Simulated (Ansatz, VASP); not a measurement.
# One calculation of Cd2S, two programs

File INCAR:

```
SYSTEM = Cd2S
  PREC = Accurate
  ENCUT = 600
  EDIFF = 1E-6
  ISMEAR = 0
  SIGMA = 0.02
  LREAL = .FALSE.
  LASPH = .TRUE.
  NELM = 60
  ALGO = Normal
  ISIF = 3
  LWAVE = .FALSE.
  LCHARG = .FALSE.
  GGA = PE
  IBRION = 2
  NSW = 100
  EDIFFG = -0.01
```

File KPOINTS:

```
regular mesh
0
G
  8 8 8
  0 0 0
```

Contents of POSCAR:

```
Cd2S
1.0
    0.0000000000      4.1273428700      4.1273428700
    4.1273428700      0.0000000000      4.1273428700
    4.1273428700      4.1273428700      0.0000000000
Cd S
4 2
Direct
    0.1250000000      0.6250000000      0.1250000000
    0.1250000000      0.1250000000      0.6250000000
    0.6250000000      0.1250000000      0.1250000000
    0.1250000000      0.1250000000      0.1250000000
    0.7500000000      0.7500000000      0.7500000000
    0.5000000000      0.5000000000      0.5000000000
```

Input for Ansatz:

```yaml
crystal:
  lattice:
    - [0.0, 4.12734287, 4.12734287]
    - [4.12734287, 0.0, 4.12734287]
    - [4.12734287, 4.12734287, 0.0]
  atoms:
    - { symbol: Cd, position: [0.125, 0.625, 0.125] }
    - { symbol: Cd, position: [0.125, 0.125, 0.625] }
    - { symbol: Cd, position: [0.625, 0.125, 0.125] }
    - { symbol: Cd, position: [0.125, 0.125, 0.125] }
    - { symbol: S, position: [0.75, 0.75, 0.75] }
    - { symbol: S, position: [0.5, 0.5, 0.5] }
basis:
  ecutwfc: 420
kpoints:
  mp_grid: { grid: [8, 8, 8] }
hamiltonian:
  xc: pbe
scf:
  occupations: { method: gaussian, width: 0.02 }
output:
  forces: true
  stress: true
  eigenvalues: true
  write_density: true
  write_potential: true
  elf: true
  volumetric_format: npy
relax:
  adjacent_minimum: "off"
  f_tol: 0.01
  max_steps: 80
  cell: { stress_tol: 0.05 }
```

Change from the starting cell: species swapped into the YbFe2 type (Fd-3m, No. 227).

Alike in both runs: task relaxation of cell and atoms; functional PBE; k mesh 8 × 8 × 8; occupations gaussian, width 0.02 eV; no spin polarisation.

|  | VASP | Ansatz |
| --- | --- | --- |
| version | VASP 6.6.1 | Ansatz 0.2.0 |
| potentials or method | VASP PAW PBE potentials, release 64 (Cd, S), cutoff 600 eV | scalar-relativistic, plane waves, PAW |
| valence electrons in the cell | 60 | 92 |

```csv
,VASP,Ansatz,Ansatz less VASP
"gap on the k mesh at the Fermi level, each at its own relaxed structure (eV)",0.34,0.35,+0.012
relaxed volume (Å³/atom),22.00,21.90,-0.095
relaxed length of the cell vector where the two differ most in proportion (Å),5.715,5.707,-0.0082
```

VASP's potentials hold 60 valence electrons a cell and Ansatz's 92, so a difference there can come from the potentials and not from the codes.
